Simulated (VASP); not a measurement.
## TiBeH2: single point with PBE

TiBeH2:

```
Ti Be H
1.0
     2.79820    0.00000    0.00000
     0.00000    2.79820    0.00000
     0.00000    0.00000    3.72759
Ti Be H
1 1 2
Cartesian
  1.3991 1.3991 1.8638
  0.0000 0.0000 0.0000
  0.0000 0.0000 1.8638
  1.3991 1.3991 0.0000
```

| Item | Value |
| --- | --- |
| Program | VASP 6.6.1 |
| Task | single point |
| Functional | PBE |
| Potentials or basis | VASP PAW PBE potentials, release 64 (Ti_sv, Be, H) |
| Cutoff | 520 eV |
| k mesh | 6 × 6 × 6 |
| Occupations | gaussian, width 0.1 eV |
| Spin | no spin polarisation |
| Dipole correction | no |
| Further INCAR settings | ALGO = Normal; EDIFF = 1e-06; NBANDS = 16 |

```json
{
 "Pressure": "-0.1 GPa",
 "Band gap on the k mesh": "zero (band 8 reaches 8.44 eV, above the bottom of band 9 at 7.42 eV)"
}
```

Stress tensor (GPa, compression positive):
```
-0.10  0.00  0.00
 0.00 -0.10  0.00
 0.00  0.00 -0.23
```

Levels at points of the mesh, in eV from the Fermi level:
| k point | band 5 | band 6 | band 7 | band 8 | band 9 | band 10 | band 11 | band 12 |
| --- | --- | --- | --- | --- | --- | --- | --- | --- |
| (0.00, 0.00, 0.00) | -11.07 | -6.18 | -1.03 | -0.19 | 2.39 | 2.39 | 3.27 | 5.98 |
| (0.50, 0.00, 0.00) | -7.84 | -6.80 | -1.85 | -1.33 | 1.14 | 2.12 | 2.70 | 4.45 |
| (0.50, 0.50, 0.00) | -7.48 | -5.22 | -1.15 | -1.15 | 0.26 | 0.26 | 4.14 | 4.36 |
| (0.00, 0.00, 0.50) | -8.97 | -8.61 | -0.85 | 0.67 | 1.46 | 1.46 | 3.29 | 5.40 |
| (0.50, 0.00, 0.50) | -6.33 | -6.14 | -4.48 | -1.42 | 1.39 | 1.71 | 2.34 | 5.11 |
| (0.50, 0.50, 0.50) | -7.44 | -3.26 | -2.84 | -2.84 | 2.16 | 2.43 | 4.37 | 4.81 |

Wall time 24 s on 1 thread of Intel(R) Xeon(R) Platinum 8259CL CPU @ 2.50GHz (Skylake/Cascade Lake), on a shared host, peak memory 0.15 GiB.

Caveat: the k points lie up to 0.37 Å⁻¹ apart.
